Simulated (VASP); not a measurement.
Wanted: the native input for a VASP 6.6.1 run.

```
Task                   : single point
Functional             : LDA
Potentials or basis    : VASP PAW LDA potentials, release 64 (Ga_d, N)
Cutoff                 : 520 eV
k mesh                 : 8 × 8 × 4
Occupations            : gaussian, width 0.01 eV
Spin                   : no spin polarisation
Dipole correction      : no
Further INCAR settings : ALGO = Normal; EDIFF = 1e-06; NBANDS = 26
```

The structure of GaN lies in POSCAR:

```
GaN
1.0
    3.1622520369      0.0000000000      0.0000000000
   -1.5811260184      2.7385905971      0.0000000000
    0.0000000000      0.0000000000      5.1550860067
Ga N
2 2
Direct
    0.3333333333      0.6666666667     -0.0007252486
    0.6666666667      0.3333333333      0.4992747514
    0.3333333333      0.6666666667      0.3757252486
    0.6666666667      0.3333333333      0.8757252486
```

The input as run:

INCAR

```
PREC = Accurate ; ENCUT = 520
EDIFF = 1E-6 ; ISMEAR = 0
SIGMA = 0.01 ; LREAL = False
LASPH = True ; NELM = 60
ALGO = Normal ; ISIF = 2
LWAVE = False ; LCHARG = True
GGA = CA ; LELF = True
LVHAR = True ; NBANDS = 26
```

KPOINTS

```
regular mesh
0
Gamma
  8 8 4
```

Potentials or basis: VASP PAW LDA potentials, release 64 (Ga_d, N).

The run is started by

```bash
$ cat potpaw_LDA.64/Ga_d/POTCAR potpaw_LDA.64/N/POTCAR > POTCAR
$ mpirun -np 1 vasp_std > vasp.out
```

Results of the run:

* Pressure: -0.9 GPa
* Band gap on the k mesh: 2.08 eV, direct

Wall time 27 s on 1 thread of Intel(R) Xeon(R) Platinum 8259CL CPU @ 2.50GHz (Skylake/Cascade Lake) (shared host), peak memory 0.15 GiB.
